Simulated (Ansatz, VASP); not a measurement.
## InO: VASP beside Ansatz

```
In O
1.0
     3.45361    0.00000    0.00000
    -1.72681    2.99092    0.00000
     0.00000    0.00000   15.87710
In O
2 2
Direct
  0.66667 0.33333 0.59002
  0.66667 0.33333 0.40998
  0.00000 0.00000 0.63987
  0.00000 0.00000 0.36013
```

Alike in both runs: task single point; functional PBEsol; dispersion D3(BJ); k mesh 6 × 6 × 1; occupations gaussian, width 0.1 eV; no spin polarisation.

```csv
,VASP,Ansatz
version,VASP 6.6.1,Ansatz 0.2.0
potentials or method,"VASP PAW PBE potentials, release 64 (In_d, O), cutoff 520 eV","scalar-relativistic, plane waves, PAW"
valence electrons in the cell,38,38
```

|  | VASP | Ansatz | Ansatz less VASP |
| --- | --- | --- | --- |
| gap on the k mesh at the Fermi level (eV) | 0.32 | 0.33 | +0.013 |
| least direct gap on the mesh (eV) | 1.05 | 1.06 | +0.011 |
| rms of the force components (eV/Å) | 0.108 | 0.123 | +0.0154 |

VASP's potentials were made for PBE, not for PBEsol. Atom by atom the forces differ by 0.019 eV/Å (rms over components).
